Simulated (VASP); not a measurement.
A run of VASP 6.6.1 is set up as follows.

INCAR

```
PREC     = Accurate       # precision mode
ENCUT    = 520            # plane-wave cutoff, eV
EDIFF    = 1E-6           # SCF threshold, eV
ISMEAR   = -1             # smearing method
SIGMA    = 0.1            # smearing width, eV
LREAL    = F              # projectors in reciprocal space
LASPH    = T              # aspherical terms in the spheres
NELM     = 80             # most SCF steps
ALGO     = Normal         # electronic algorithm
ISIF     = 2              # what is computed and relaxed
LWAVE    = F              # write WAVECAR
LCHARG   = F              # write CHGCAR
GGA      = PE             # functional
NBANDS   = 26             # bands
```

Contents of KPOINTS:

```
regular mesh
0
Gamma
  14 14 4
```

File POSCAR:

```
Co
1.0
    2.4488855840      0.0000000000      0.0000000000
   -1.2244427920      2.1207971267      0.0000000000
    0.0000000000      0.0000000000      7.9717265137
Co
4
Direct
    0.0000000000      1.0000000000      1.0000000000
    0.0000000000      1.0000000000      0.5000000000
    0.3333333333      0.6666666667      0.2500000000
    0.6666666667      0.3333333333      0.7500000000
```

Potentials or basis: VASP PAW PBE potentials, release 64 (Co).

Command:

```sh
$ cat potpaw_PBE.64/Co/POTCAR > POTCAR
$ mpirun -np 1 vasp_std > vasp.out
```

**Question.** Predict the band gap on the k mesh.

**Answer.** Zero (band 18 reaches 11.31 eV, above the bottom of band 19 at 10.13 eV).

**Question.** Predict the pressure.

**Answer.** -0.9 GPa.

Caveat: the run has no spin polarisation, though such a crystal can be magnetic. Spin polarisation is off, so any magnetic state and its effect on volume and gap are missing.
